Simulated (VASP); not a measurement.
# Sc2GaN3 (R-3m) in VASP: a series of runs, part 2 of 2

VASP 6.6.1. The steps go on from the part before.

## (5) Single point, PBE, collinear spin, ferromagnetic start

INCAR

```
SYSTEM = Sc2GaN3
PREC = Accurate
ENCUT = 520
EDIFF = 1E-7
ISMEAR = 0
SIGMA = 0.1
LREAL = .FALSE.
LASPH = .TRUE.
NELM = 150
ALGO = Normal
ISIF = 2
LWAVE = .FALSE.
LCHARG = .FALSE.
ISPIN = 2
MAGMOM = 0 0 0 1 1 1
LORBIT = 11
LMAXMIX = 4
GGA = PE
NBANDS = 38
```

KPOINTS

```
regular mesh
0
G
  6 6 6
  0 0 0
```

POSCAR

```
Sc2GaN3
1.0
    2.8310142184      1.6344868211      2.8190634780
   -2.8310142184      1.6344868211      2.8190634780
    0.0000000000     -3.2689736422      2.8190634780
Sc Ga N
2 1 3
Direct
    0.1903080323      0.1903080323      0.1903080323
    0.8096919677      0.8096919677      0.8096919677
    0.5000000000      0.5000000000      0.5000000000
    0.0000000000      0.5000000000      0.5000000000
    0.5000000000      0.5000000000      0.0000000000
    0.5000000000      0.0000000000      0.5000000000
```

Started as:

```
$ cat potpaw_PBE.64/Sc_sv/POTCAR potpaw_PBE.64/Ga_d/POTCAR potpaw_PBE.64/N/POTCAR > POTCAR
$ mpirun -np 1 vasp_std > vasp.out
```

Run time: 82 s. Hardware: 1 thread of Intel Xeon 6975P-C (Granite Rapids), shared host; peak memory 0.29 GiB.

It converged, with:

```
Free energy                                           : -43.2988 eV
Pressure                                              : 0.9 GPa
Largest force                                         : 0.131 eV/Å
Band gap on the k mesh                                : zero (filled and empty bands overlap)
Net moment                                            : 0.00 μB per cell
Valence electrons inside the program's atomic spheres : Sc 9.75; Ga 11.57; N 3.69
```

Forces on the atoms (eV/Å):
```
Sc   0.000  0.000 -0.131
Sc   0.000  0.000  0.131
Ga   0.000  0.000  0.000
N    0.000  0.000  0.000
N    0.000  0.000  0.000
N    0.000  0.000  0.000
```

Levels at points of the mesh, in eV from the Fermi level:
Spin up:
| k point | band 23 | band 24 | band 25 | band 26 | band 27 | band 28 |
| --- | --- | --- | --- | --- | --- | --- |
| (0.00, 0.00, 0.00) | -1.24 | -1.24 | -0.61 | -0.53 | 0.62 | 1.08 |
| (0.50, 0.00, 0.00) | -2.80 | -2.43 | -1.59 | 1.63 | 1.80 | 2.04 |
| (0.50, 0.50, 0.00) | -2.60 | -1.35 | -0.63 | 0.98 | 1.79 | 1.82 |
| (0.50, 0.50, 0.50) | -1.15 | -1.15 | -0.14 | 0.14 | 1.71 | 1.71 |
Spin down:
```csv
k point,band 23,band 24,band 25,band 26,band 27,band 28
"(0.00, 0.00, 0.00)",-1.24,-1.24,-0.61,-0.53,0.62,1.08
"(0.50, 0.00, 0.00)",-2.80,-2.43,-1.59,1.63,1.80,2.04
"(0.50, 0.50, 0.00)",-2.60,-1.35,-0.63,0.98,1.79,1.82
"(0.50, 0.50, 0.50)",-1.15,-1.15,-0.14,0.14,1.71,1.71
```

Caveat: semilocal functionals underestimate gaps, and a narrow one can read as zero.

## (6) Single point, PBE

This run uses another cell than the first one, of 13.09 Å³/atom.

INCAR

```
PREC = Accurate
ENCUT = 520
EDIFF = 1E-6
ISMEAR = 0
SIGMA = 0.1
LREAL = False
LASPH = True
NELM = 100
ALGO = Normal
ISIF = 2
LWAVE = False
LCHARG = False
GGA = PE
NBANDS = 34
```

KPOINTS

```
regular mesh
0
Gamma
  12 12 12
```

POSCAR

```
Sc2GaN3
1.0
    2.8346516093      1.6365868697      2.8212735286
   -2.8346516093      1.6365868697      2.8212735286
    0.0000000000     -3.2731737393      2.8212735286
Sc Ga N
2 1 3
Direct
    0.1906849368      0.1906849368      0.1906849368
    0.8093150632      0.8093150632      0.8093150632
    0.5000000000      0.5000000000      0.5000000000
    0.0000000000      0.5000000000      0.5000000000
    0.5000000000      0.5000000000      0.0000000000
    0.5000000000      0.0000000000      0.5000000000
```

Potentials or basis: VASP PAW PBE potentials, release 64 (Sc_sv, Ga_d, N).

Started as:

```
$ cat potpaw_PBE.64/Sc_sv/POTCAR potpaw_PBE.64/Ga_d/POTCAR potpaw_PBE.64/N/POTCAR > POTCAR
$ mpirun -np 1 vasp_std > vasp.out
```

OUTCAR:

```text
PREC = Accurate
   ENCUT = 520
   EDIFF = 1E-6
   ISMEAR = 0
   LREAL = False
   LASPH = True
   NELM = 100
   ISIF = 2
   GGA = PE

 ion  position               nearest neighbor table
   1  0.191  0.191  0.191-   4 2.03   6 2.03   5 2.03   3 2.62   2 3.23   2 3.30   2 3.30   2 3.30

   2  0.809  0.809  0.809-   4 2.03   6 2.03   5 2.03   3 2.62   1 3.23   1 3.30   1 3.30   1 3.30

   3  0.500  0.500  0.500-   5 2.16   5 2.16   6 2.16   4 2.16   6 2.16   4 2.16   1 2.62   2 2.62

   4  0.000  0.500  0.500-   1 2.03   2 2.03   3 2.16   3 2.16
   5  0.500  0.500  0.000-   1 2.03   2 2.03   3 2.16   3 2.16
   6  0.500  0.000  0.500-   1 2.03   2 2.03   3 2.16   3 2.16

  LATTYP: Found a trigonal (rhomboedric) cell.
 ALAT       =     4.3212556799
 COS(alpha) =     0.1393839352

  Lattice vectors:

 A1 = (   2.8346516093,   1.6365868697,   2.8212735286)
 A2 = (  -2.8346516093,   1.6365868697,   2.8212735286)
 A3 = (   0.0000000000,  -3.2731737393,   2.8212735286)

Analysis of symmetry for initial positions (statically):
=====================================================================
 Subroutine PRICEL returns:
 Original cell was already a primitive cell.

 Routine SETGRP: Setting up the symmetry group for a
 trigonal (rhombohedral) supercell.

 Subroutine GETGRP returns: Found 12 space group operations
 (whereof 12 operations were pure point group operations)
 out of a pool of 12 trial point group operations.

The static configuration has the point symmetry D_3d.

Analysis of symmetry for dynamics (positions and initial velocities):
=====================================================================
 Subroutine PRICEL returns:
 Original cell was already a primitive cell.

 Routine SETGRP: Setting up the symmetry group for a
 trigonal (rhombohedral) supercell.

 Subroutine GETGRP returns: Found 12 space group operations
 (whereof 12 operations were pure point group operations)
[... 125 lines left out ...]
   ISMEAR =     0;   SIGMA  =   0.10  broadening in eV -4-tet -1-fermi 0-gaus
   EFERMI_NEDOS =   21; number of points for ismear=-14 and -15
   IALGO  =     38    algorithm
   IMIX   =      4    mixing-type and parameters
     AMIX     =   0.40;   BMIX     =  1.00
     AMIX_MAG =   1.60;   BMIX_MAG =  1.00
  volume/ion in A,a.u.               =      13.09        88.32
  Fermi-wavevector in a.u.,A,eV,Ry     =   1.408380  2.661452 26.987611  1.983533
  Thomas-Fermi vector in A             =   2.530543
   LORBIT       =      0    0 simple, 1 ext, 2 COOP (PROOUT), +10 PAW based schemes
   GGA     = PE    functional components
   LHFCALC =     F    Hartree Fock is set to
   AEXX    =    0.0000 exact exchange contribution
   IVDW    =     0    specifies the selected vdW correction
   LEPSILON=     F    determine dielectric tensor
   LRPA    =     F    only Hartree local field effects (RPA)
 non-spin polarized calculation
 Gauss-broadening in eV      SIGMA  =   0.10
  energy-cutoff  :      520.00
  volume of cell :       78.53
 maximum number of plane-waves:      2152
   NGX = 17   NGY = 17   NGZ = 17

 number of electron      49.9999996 magnetization

 Free energy of the ion-electron system (eV)
  ---------------------------------------------------
  ext. energy  EPLUGINS =         0.00000000
  ---------------------------------------------------
  free energy    TOTEN  =       -43.29865849 eV

  energy without entropy =      -43.29689567  energy(sigma->0) =      -43.29777708

 E-fermi :   5.5345     XC(G=0): -11.0106

 val. band max:        5.5301661115   @ k =   0.4167   0.4167   0.3333
 cond. band min:       5.5693826058   @ k =   0.4167   0.4167   0.4167
 fundamental gap:      0.0392164943
 Fermi energy:         5.5345459424

 k-point     1 :       0.0000    0.0000    0.0000
  band No.  band energies     occupation
      1     -43.7868      2.00000
      2     -43.7445      2.00000
      3     -22.7443      2.00000
      4     -22.6085      2.00000
      5     -22.5199      2.00000
      6     -22.5199      2.00000
[... 877 lines left out ...]
     33       9.5316      0.00000
     34       9.6895      0.00000

 [... further k-points ...]
[... 5 lines left out ...]
  --------------------------------------------------------------------------------------
  -------------------------------------------------------------------------------------
  Total        0.3256302      0.3256302      0.4501589      0.0000000      0.0000000      0.0000000
  in kB        6.6435474      6.6435474      9.1841982      0.0000000      0.0000000      0.0000000
  external PRESSURE =       7.4904310 kB  Pullay stress =       0.0000000 kB

 VOLUME and BASIS-vectors are now :
 -----------------------------------------------------------------------------
  energy-cutoff  :      520.00
  volume of cell :       78.53
      direct lattice vectors                 reciprocal lattice vectors
     2.834651609  1.636586870  2.821273529     0.176388519  0.101837959  0.118149952
    -2.834651609  1.636586870  2.821273529    -0.176388519  0.101837959  0.118149952
     0.000000000 -3.273173739  2.821273529     0.000000000 -0.203675918  0.118149952

 POSITION                                       TOTAL-FORCE (eV/Angst)
 -----------------------------------------------------------------------------------
      0.00000      0.00000      1.61392        -0.000000     -0.000000     -0.135682
      0.00000      0.00000      6.84990        -0.000000      0.000000      0.135682
      0.00000      0.00000      4.23191         0.000000      0.000000      0.000000
     -1.41733     -0.81829      2.82127        -0.000000      0.000000     -0.000000
      0.00000      1.63659      2.82127        -0.000000      0.000000     -0.000000
      1.41733     -0.81829      2.82127        -0.000000      0.000000      0.000000
 -----------------------------------------------------------------------------------
    total drift:                                0.000000      0.000000     -0.000000

  FREE ENERGIE OF THE ION-ELECTRON SYSTEM (eV)
  ---------------------------------------------------
  free  energy   TOTEN  =       -43.2986584902 eV

  energy  without entropy=      -43.2968956750  energy(sigma->0) =      -43.29777708
```

OSZICAR:

```text
N       E                     dE             d eps       ncg     rms          rms(c)
DAV:   1     0.746871299979E+03    0.74687E+03   -0.23341E+04 12958   0.202E+03
DAV:   2     0.740083635394E+02   -0.67286E+03   -0.65361E+03 13500   0.633E+02
DAV:   3    -0.483328752288E+02   -0.12234E+03   -0.11686E+03 20484   0.230E+02
DAV:   4    -0.563369951881E+02   -0.80041E+01   -0.79512E+01 20496   0.628E+01
DAV:   5    -0.564656960462E+02   -0.12870E+00   -0.12833E+00 20720   0.957E+00    0.240E+01
DAV:   6    -0.437193250578E+02    0.12746E+02   -0.66682E+01 22574   0.699E+01    0.943E+00
DAV:   7    -0.434932454009E+02    0.22608E+00   -0.76313E+00 21164   0.238E+01    0.688E+00
DAV:   8    -0.433098700718E+02    0.18338E+00   -0.69571E-01 19832   0.838E+00    0.145E+00
DAV:   9    -0.433026204220E+02    0.72496E-02   -0.73723E-02 17608   0.245E+00    0.689E-01
DAV:  10    -0.432984479876E+02    0.41724E-02   -0.14927E-02 20504   0.182E+00    0.263E-01
DAV:  11    -0.432986611011E+02   -0.21311E-03   -0.36692E-03 21208   0.485E-01    0.742E-02
DAV:  12    -0.432986774730E+02   -0.16372E-04   -0.82429E-04 20348   0.296E-01    0.375E-02
DAV:  13    -0.432986576142E+02    0.19859E-04   -0.12414E-04 20344   0.134E-01    0.956E-03
DAV:  14    -0.432986585238E+02   -0.90965E-06   -0.19786E-05 17484   0.329E-02    0.445E-03
DAV:  15    -0.432986584902E+02    0.33590E-07   -0.14106E-06 11976   0.143E-02
   1 F= -.43298658E+02 E0= -.43297777E+02  d E =-.176282E-02
```

It took 3.5 min on 1 thread of Intel Xeon 6975P-C (Granite Rapids), shared host; peak memory 0.52 GiB.

What came out:

```
Free energy            : -43.2987 eV
Pressure               : 0.7 GPa
Largest force          : 0.136 eV/Å
Band gap on the k mesh : zero (bands 25 and 26 overlap by 0.56 eV)
```

Forces in eV/Å, atoms in the order of the input:
```
Sc   0.000  0.000 -0.136
Sc   0.000  0.000  0.136
Ga   0.000  0.000  0.000
N    0.000  0.000  0.000
N    0.000  0.000  0.000
N    0.000  0.000  0.000
```

## (7) The runs side by side

| task | spin | cell | k mesh | cutoff (eV) | gap on the mesh (eV) | pressure (GPa) | largest force (eV/Å) |
| --- | --- | --- | --- | --- | --- | --- | --- |
| single point | off | a = 4.317 Å, angles 82.0°, 6 atoms, atomic positions A | 6 × 6 × 6 | 520 | none | 0.9 | 0.13 |
| single point | off | a = 4.977 Å, angles 60.6°, 6 atoms, atomic positions B | 6 × 6 × 6 | 520 | none | -17.1 | 0.09 |
| relaxation of cell and atoms | off | relaxed from a = 4.977 Å, angles 60.6°, 6 atoms, atomic positions B | 6 × 6 × 6 | 600 | none | -0.1 | 0.04 |
| single point | collinear, ferromagnetic start | a = 4.317 Å, angles 82.0°, 6 atoms, atomic positions A | 6 × 6 × 6 | 520 | none | 0.9 | 0.13 |
| single point | off | a = 4.321 Å, angles 82.0°, 6 atoms, atomic positions C | 12 × 12 × 12 | 520 | none | 0.7 | 0.14 |

Alike in all rows: level PBE; potentials or basis VASP PAW PBE potentials, release 64 (Sc_sv, Ga_d, N); smearing gaussian 0.1 eV.

Caveats: semilocal functionals underestimate gaps, and a narrow one can read as zero (at least some runs); the stress differs along the axes, from -28 to -12 GPa (at least some runs).

Total energies depend on the potentials used, so only differences within one code and one set of settings carry meaning.

The gap in the log of VASP goes by the Fermi energy; the results here count the filled bands.